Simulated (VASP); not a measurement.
Set up this calculation in VASP 6.6.1, as the native input.

```yaml
Task: single point
Functional: PBE
Potentials_or_basis: VASP PAW PBE potentials, release 64 (Hf_pv, B)
Cutoff: 520 eV
k_mesh: 13 × 13 × 13
Occupations: methfessel-paxton, width 0.15 eV
Spin: no spin polarisation
Dipole_correction: no
Further_INCAR_settings: ALGO = Normal; EDIFF = 1e-06; NBANDS = 14
```

The structure of HfB lies in POSCAR:

```
HfB
1.0
    0.0000000000      2.3100000000      2.2638000000
    2.3100000000      0.0000000000      2.2638000000
    2.3100000000      2.3100000000      0.0000000000
Hf B
1 1
Direct
    0.5000000000      0.5000000000      0.5000000000
    0.0000000000      0.0000000000      0.0000000000
```

The input as run:

INCAR

```
PREC = Accurate
ENCUT = 520
EDIFF = 1E-6
ISMEAR = 1
SIGMA = 0.15
LREAL = F
LASPH = T
NELM = 60
ALGO = Normal
ISIF = 2
LWAVE = F
LCHARG = F
GGA = PE
NBANDS = 14
```

KPOINTS

```
Automatic mesh
0
Gamma
  13 13 13
```

Potentials or basis: VASP PAW PBE potentials, release 64 (Hf_pv, B).

The run is started by

```console
$ cat potpaw_PBE.64/Hf_pv/POTCAR potpaw_PBE.64/B/POTCAR > POTCAR
$ mpirun -np 1 vasp_std > vasp.out
```

Results of the run:

* Pressure: 36.6 GPa

Run time: 16 s on 1 thread of Intel(R) Xeon(R) 6975P-C (Granite Rapids) (shared host), peak memory 0.19 GiB.
